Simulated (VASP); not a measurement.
# Hf (Pm-3m) in VASP: notebook, part 2 of 2

VASP 6.6.1. The steps go on from the part before.

### 4 Relaxation of cell and atoms, PBE, target pressure 74 GPa, at which the enthalpy is minimised

Input file INCAR:

```
  ALGO = Normal
  EDIFF = 1E-6
  EDIFFG = -0.005
  ENCUT = 600
  GGA = PE
  IBRION = 2
  ISIF = 3
  ISMEAR = -1
  LASPH = T
  LCHARG = F
  LREAL = F
  LWAVE = F
  NELM = 60
  NSW = 60
  PREC = Accurate
  PSTRESS = 740.0
  SIGMA = 0.05
```

Input file KPOINTS:

```
k-points
0
Gamma
  15 15 15
```

Input file POSCAR:

```
Hf
1.0
    2.5171288213      0.0000000000      0.0000000000
    0.0000000000      2.5171288213      0.0000000000
    0.0000000000      0.0000000000      2.5171288213
Hf
1
Direct
    0.0000000000      0.0000000000      0.0000000000
```

Potentials or basis: VASP PAW PBE potentials, release 64 (Hf_pv).

Run with:

```console
$ cat potpaw_PBE.64/Hf_pv/POTCAR > POTCAR
$ mpirun -np 1 vasp_std > vasp.out
```

OUTCAR:

```text
EDIFF = 1E-6
   EDIFFG = -0.005
   ENCUT = 600
   GGA = PE
   IBRION = 2
   ISIF = 3
   ISMEAR = -1
   LASPH = T
   LREAL = F
   NELM = 60
   NSW = 60
   PREC = Accurate
   PSTRESS = 740.0

 ion  position               nearest neighbor table
   1  0.000  0.000  0.000-

  LATTYP: Found a simple cubic cell.
 ALAT       =     2.5171288213

  Lattice vectors:

 A1 = (   2.5171288213,   0.0000000000,   0.0000000000)
 A2 = (   0.0000000000,   2.5171288213,   0.0000000000)
 A3 = (   0.0000000000,   0.0000000000,   2.5171288213)

Analysis of symmetry for initial positions (statically):
=====================================================================
 Subroutine PRICEL returns:
 Original cell was already a primitive cell.

 Routine SETGRP: Setting up the symmetry group for a
 simple cubic supercell.

 Subroutine GETGRP returns: Found 48 space group operations
 (whereof 48 operations were pure point group operations)
 out of a pool of 48 trial point group operations.

The static configuration has the point symmetry O_h .

Analysis of symmetry for dynamics (positions and initial velocities):
=====================================================================
 Subroutine PRICEL returns:
 Original cell was already a primitive cell.

 Routine SETGRP: Setting up the symmetry group for a
 simple cubic supercell.

 Subroutine GETGRP returns: Found 48 space group operations
 (whereof 48 operations were pure point group operations)
 out of a pool of 48 trial point group operations.

The dynamic configuration has the point symmetry O_h .

 Subroutine INISYM returns: Found 48 space group operations
 (whereof 48 operations are pure point group operations),
 and found     1 'primitive' translations

----------------------------------------------------------------------------------------

                                     Primitive cell

  volume of cell :      15.9484

  direct lattice vectors                    reciprocal lattice vectors
     2.517128821  0.000000000  0.000000000     0.397278038  0.000000000  0.000000000
     0.000000000  2.517128821  0.000000000     0.000000000  0.397278038  0.000000000
     0.000000000  0.000000000  2.517128821     0.000000000  0.000000000  0.397278038

  length of vectors
     2.517128821  2.517128821  2.517128821     0.397278038  0.397278038  0.397278038

  position of ions in fractional coordinates (direct lattice)
     0.000000000  0.000000000  0.000000000

  ion indices of the primitive-cell ions
   primitive index   ion index
                 1           1

----------------------------------------------------------------------------------------

 KPOINTS: k-points

Automatic generation of k-mesh.
 Grid dimensions read from file:
 generate k-points for:   15   15   15

 Generating k-lattice:

  Cartesian coordinates                     Fractional coordinates (reciprocal lattice)
[... 42 lines left out ...]
   k-points           NKPTS =    120   k-points in BZ     NKDIM =    120   number of bands    NBANDS=      9
   number of dos      NEDOS =    301   number of ions     NIONS =      1
   total plane-waves  NPLWV =   8000
   dimension x,y,z NGX =    20 NGY =   20 NGZ =   20
   dimension x,y,z NGXF=    40 NGYF=   40 NGZF=   40
   ions per type =               1
   NGX,Y,Z   is equivalent  to a cutoff of  13.21, 13.21, 13.21 a.u.
   NGXF,Y,Z  is equivalent  to a cutoff of  26.42, 26.42, 26.42 a.u.
 SYSTEM =  unknown system
   PREC   = accura    normal or accurate (medium, high low for compatibility)
   ISTART =      0    job   : 0-new  1-cont  2-samecut
   ICHARG =      2    charge: 1-file 2-atom 10-const
   ISPIN  =      1    spin polarized calculation?
   LNONCOLLINEAR =      F non collinear calculations
   LSORBIT =      F    spin-orbit coupling
   LASPH  =      T    aspherical Exc in radial PAW
   ENCUT  =  600.0 eV  44.10 Ry    6.64 a.u.   5.03  5.03  5.03*2*pi/ulx,y,z
   NELM   =     60;   NELMIN=  2; NELMDL= -5     # of ELM steps
   EDIFF  = 0.1E-05   stopping-criterion for ELM
   LREAL  =      F    real-space projection
   EDIFFG = -.5E-02   stopping-criterion for IOM
   NSW    =     60    number of steps for IOM
   IBRION =      2    ionic relax: 0-MD 1-quasi-New 2-CG
   NFREE  =      1    steps in history (QN), initial steepest desc. (CG)
   ISIF   =      3    stress and relaxation
   ISYM   =      2    0-nonsym 1-usesym 2-fastsym
   POTIM  = 0.5000    time-step for ionic-motion
   TEBEG  =    0.0;   TEEND  =   0.0 temperature during run
   PSTRESS=  740.0 pullay stress
   NELECT =      10.0000    total number of electrons
   NUPDOWN=      -1.0000    fix difference up-down
   EMIN   =  10.00;   EMAX   =-10.00  energy-range for DOS
   EFERMI =   0.00;   METHOD = LEGACY
   ISMEAR =    -1;   SIGMA  =   0.05  broadening in eV -4-tet -1-fermi 0-gaus
   EFERMI_NEDOS =   21; number of points for ismear=-14 and -15
   IALGO  =     38    algorithm
   IMIX   =      4    mixing-type and parameters
     AMIX     =   0.40;   BMIX     =  1.00
     AMIX_MAG =   1.60;   BMIX_MAG =  1.00
  volume/ion in A,a.u.               =      15.95       107.62
  Fermi-wavevector in a.u.,A,eV,Ry     =   1.401208  2.647900 26.713473  1.963385
  Thomas-Fermi vector in A             =   2.524092
   LORBIT       =      0    0 simple, 1 ext, 2 COOP (PROOUT), +10 PAW based schemes
   GGA     = PE    functional components
   LHFCALC =     F    Hartree Fock is set to
   AEXX    =    0.0000 exact exchange contribution
   IVDW    =     0    specifies the selected vdW correction
   LEPSILON=     F    determine dielectric tensor
   LRPA    =     F    only Hartree local field effects (RPA)
 conjugate gradient relaxation of ions
 non-spin polarized calculation
  energy-cutoff  :      600.00
  volume of cell :       15.95
 maximum number of plane-waves:       549
   NGX = 11   NGY = 11   NGZ = 11

--------------------------------------- Ionic step        1  -------------------------------------------

 number of electron      10.0000000 magnetization

 number of electron       9.9999999 magnetization

 Free energy of the ion-electron system (eV)
  ---------------------------------------------------
  ext. energy  EPLUGINS =         0.00000000
  ---------------------------------------------------
  free energy    TOTEN  =        -7.48351439 eV

  energy without entropy =       -7.47701065  energy(sigma->0) =       -7.48026252

------------------------ aborting loop because EDIFF is reached ----------------------------------------

  FORCE on cell =-STRESS in cart. coord.  units (eV):
  Direction    XX          YY          ZZ          XY          YZ          ZX
  --------------------------------------------------------------------------------------
  -------------------------------------------------------------------------------------
  Total        7.2283936      7.2283936      7.2283936     -0.0000000     -0.0000000      0.0000000
  in kB      726.1662259    726.1662259    726.1662259     -0.0000000     -0.0000000      0.0000000
  external PRESSURE =     -13.8337741 kB  Pullay stress =     740.0000000 kB
[... 61 lines left out ...]
--------------------------------------- Ionic step        3  -------------------------------------------

 number of electron       9.9999999 magnetization

 Free energy of the ion-electron system (eV)
  ---------------------------------------------------
  ext. energy  EPLUGINS =         0.00000000
  ---------------------------------------------------
  free energy    TOTEN  =        -7.45163477 eV

  energy without entropy =       -7.44496664  energy(sigma->0) =       -7.44830070

 E-fermi :   7.1285     XC(G=0): -12.8562

 val. band max:        7.1111392568   @ k =   0.4000   0.1333   0.1333
 cond. band min:       7.1663343438   @ k =   0.4000   0.3333   0.1333
 fundamental gap:      0.0551950870
 Fermi energy:         7.1284768642

 k-point     1 :       0.0000    0.0000    0.0000
  band No.  band energies     occupation
      1     -21.4549      2.00000
      2     -21.4549      2.00000
      3     -21.4549      2.00000
      4      -0.4974      2.00000
      5       4.2221      2.00000
      6       4.2221      2.00000
      7      17.2827      0.00000
      8      17.2827      0.00000
      9      17.2827      0.00000
[... 265 lines left out ...]
 k-point    24 :       0.3333    0.2000    0.0000
  band No.  band energies     occupation
      1     -23.7725      2.00000
      2     -22.3792      2.00000
      3     -21.1130      2.00000
      4       3.6408      2.00000
      5       6.0121      2.00000
      6       8.4200      0.00000
      7      11.7620      0.00000
      8      12.5222      0.00000
      9      15.2617      0.00000

 [... further k-points ...]

------------------------ aborting loop because EDIFF is reached ----------------------------------------

  FORCE on cell =-STRESS in cart. coord.  units (eV):
  Direction    XX          YY          ZZ          XY          YZ          ZX
  --------------------------------------------------------------------------------------
  -------------------------------------------------------------------------------------
  Total        7.3338254      7.3338254      7.3338254      0.0000000      0.0000000     -0.0000000
  in kB      739.9915326    739.9915326    739.9915326      0.0000000      0.0000000     -0.0000000
  external PRESSURE =      -0.0084674 kB  Pullay stress =     740.0000000 kB
[... 20 lines left out ...]
  energy  without entropy=       -7.4449666383  energy(sigma->0) =       -7.44830070

  enthalpy is  TOTEN    =        -0.1177254954 eV   P V=        7.3339092743

 reached required accuracy - stopping structural energy minimisation
```

It took 20 s on 1 thread of Intel Xeon 6975P-C, shared host; peak memory 0.15 GiB.

Results:

```yaml
Free_energy: -7.4516 eV
Relaxed_volume: 15.88 Å³/atom
Relaxed_cell: a = 2.513 Å, b = 2.513 Å, c = 2.513 Å, α = 90.00°, β = 90.00°, γ = 90.00°
Space_group_after_relaxing_to_0.05_Å: Pm-3m (No. 221)
Energy_change_on_relaxing_the_enthalpy_is_what_falls: +31.9 meV/atom
Ionic_steps: 3
Pressure_after_relaxing: 74.0 GPa
Band_gap_on_the_k_mesh: zero (band 5 reaches 8.22 eV, above the bottom of band 6 at 4.10 eV)
```

The path:
```tsv
step	energy change (eV)	largest force (eV/Å)	pressure (GPa)	volume (Å³)
1	0.0000	0.0000	72.62	15.95
2	0.1494	0.0000	79.07	15.63
3	0.0319	0.0000	74.00	15.88
```

Final structure:
```yaml
crystal:
  lattice:
    - [2.51346, 0.00000, 0.00000]
    - [0.00000, 2.51346, 0.00000]
    - [0.00000, 0.00000, 2.51346]
  atoms:
    - { symbol: Hf, position: [0.00000, 0.00000, 0.00000] }
```

Caveat: the cell is relaxed towards a set pressure, so the enthalpy falls and the energy may rise; spin-orbit coupling is left out, which moves the levels of the heavy elements.

### 5 Relaxation of cell and atoms, PBE, target pressure 74 GPa, at which the enthalpy is minimised

Input file INCAR:

```
SYSTEM = Hf
  ALGO = Normal
  EDIFF = 1E-6
  EDIFFG = -0.005
  ENCUT = 600
  GGA = PE
  IBRION = 2
  ISIF = 3
  ISMEAR = -1
  LASPH = .TRUE.
  LCHARG = .FALSE.
  LREAL = .FALSE.
  LWAVE = .FALSE.
  NELM = 60
  NSW = 32
  PREC = Accurate
  PSTRESS = 740.0
  SIGMA = 0.05
```

Input file KPOINTS:

```
k-points
0
G
  15 15 15
  0 0 0
```

POSCAR is that of step 4.

Run with:

```console
$ cat potpaw_PBE.64/Hf_pv/POTCAR > POTCAR
$ mpirun -np 1 vasp_std > vasp.out
```

Wall time 24 s (1 thread of Intel Xeon 6975P-C, shared host); peak memory 0.15 GiB.

It converged, with:

- Free energy: -7.4516 eV
- Relaxed volume: 15.88 Å³/atom
- Relaxed cell: a = 2.513 Å, b = 2.513 Å, c = 2.513 Å, α = 90.00°, β = 90.00°, γ = 90.00°
- Space group after relaxing (to 0.05 Å): Pm-3m (No. 221)
- Energy change on relaxing (the enthalpy is what falls): +31.9 meV/atom
- Ionic steps: 3
- Pressure after relaxing: 74.0 GPa
- Band gap on the k mesh: zero (band 5 reaches 8.22 eV, above the bottom of band 6 at 4.10 eV)

The path:
```csv
step,energy change (eV),largest force (eV/Å),pressure (GPa),volume (Å³)
1,0.0000,0.0000,72.62,15.95
2,0.1494,0.0000,79.07,15.63
3,0.0319,0.0000,74.00,15.88
```

Final structure:
```
CELL_PARAMETERS angstrom
2.51346 0.00000 0.00000
0.00000 2.51346 0.00000
0.00000 0.00000 2.51346
ATOMIC_POSITIONS crystal
Hf 0.00000 0.00000 0.00000
```

Levels at points of the mesh, in eV from the Fermi level:
```csv
k point,band 3,band 4,band 5,band 6,band 7,band 8
"(0.00, 0.00, 0.00)",-28.58,-7.63,-2.91,-2.91,10.15,10.15
```

Caveat: the cell is relaxed towards a set pressure, so the enthalpy falls and the energy may rise; spin-orbit coupling is left out, which moves the levels of the heavy elements.
